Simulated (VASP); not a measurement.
Set up this calculation in VASP 6.6.1, as the native input.

```
Task                   : single point
Functional             : LDA
Potentials or basis    : VASP PAW LDA potentials, release 64 (Ti_sv)
Cutoff                 : 520 eV
k mesh                 : 22 × 22 × 22
Occupations            : gaussian, width 0.15 eV
Spin                   : no spin polarisation
Dipole correction      : no
Further INCAR settings : ALGO = Fast; EDIFF = 1e-06; NBANDS = 12
```

The structure of Ti lies in POSCAR:

```
Ti
1.0
    0.0000000000      2.2372148931      1.4076556108
    2.2372148931      0.0000000000      1.4076556108
    2.2372148931      2.2372148931      0.0000000000
Ti
1
Direct
    0.0000000000      0.0000000000      0.0000000000
```

One way to write it, as run:

INCAR

```
PREC = Accurate ; ENCUT = 520
EDIFF = 1E-6 ; ISMEAR = 0
SIGMA = 0.15 ; LREAL = F
LASPH = T ; NELM = 80
ALGO = Fast ; ISIF = 2
LWAVE = F ; LCHARG = F
GGA = CA ; NBANDS = 12
```

KPOINTS

```
regular mesh
0
Gamma
  22 22 22
```

Potentials or basis: VASP PAW LDA potentials, release 64 (Ti_sv).

The run is started by

```console
$ cat potpaw_LDA.64/Ti_sv/POTCAR > POTCAR
$ mpirun -np 1 vasp_std > vasp.out
```

Results of the run:

| Quantity | Value |
| --- | --- |
| Pressure | 16.9 GPa |
| Band gap on the k mesh | zero (bands 6 and 7 overlap by 1.65 eV) |

Caveat: the cell stands under pressure.

Run time: 4.7 min on 1 thread of Intel Xeon 8259CL (shared host), peak memory 0.25 GiB.
